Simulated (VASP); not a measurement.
Here is a VASP 6.6.1 calculation.

Contents of POSCAR:

```
HgTe
1.0
    0.0000000000      3.1267950000      3.2718525000
    3.1267950000      0.0000000000      3.2718525000
    3.1267950000      3.1267950000      0.0000000000
Hg Te
1 1
Direct
    0.0000000000      0.0000000000      0.0000000000
    0.7500000000      0.7500000000      0.7500000000
```

File INCAR.step1:

```
SYSTEM = HgTe
  ALGO = Normal
  EDIFF = 1E-4
  ENCUT = 520
  GGA = PE
  ISMEAR = 0
  LASPH = .True.
  LCHARG = .False.
  LREAL = .False.
  LWAVE = .True.
  NBANDS = 16
  NELM = 100
  PREC = Accurate
  SIGMA = 0.15
```

INCAR.step2

```
SYSTEM = HgTe
  ALGO = Normal
  EDIFF = 1E-7
  ENCUT = 520
  ISIF = 2
  ISMEAR = 0
  ISTART = 1
  LASPH = .True.
  LCHARG = .True.
  LELF = .True.
  LMIXTAU = .True.
  LREAL = .False.
  LVHAR = .True.
  LWAVE = .False.
  METAGGA = R2SCAN
  NBANDS = 16
  NELM = 100
  PREC = Accurate
  SIGMA = 0.15
```

KPOINTS

```
k-points
0
Gamma
  14 14 14
  0 0 0
```

Potentials or basis: VASP PAW PBE potentials, release 64 (Hg, Te).

Command:

```sh
$ cat potpaw_PBE.64/Hg/POTCAR potpaw_PBE.64/Te/POTCAR > POTCAR
$ cp INCAR.step1 INCAR
$ mpirun -np 1 vasp_std > vasp.out
$ cp INCAR.step2 INCAR
$ mpirun -np 1 vasp_std > vasp.out
```

Question: Predict the band gap on the k mesh.

Answer: Zero (filled and empty bands touch).

Question: Predict the pressure.

Answer: 5.5 GPa.

Stress tensor (GPa, compression positive):
```
5.68 0.00 0.00
0.00 5.68 0.00
0.00 0.00 5.08
```

Caveat: the cell differs from its parent crystal (strain -0.030 along x and y, +0.015 along z); the cell stands under pressure; semilocal functionals underestimate gaps, and a narrow one can read as zero; the PAW data sets were made with another functional, which shifts forces and pressure a little; spin-orbit coupling is left out, which moves the levels of the heavy elements.
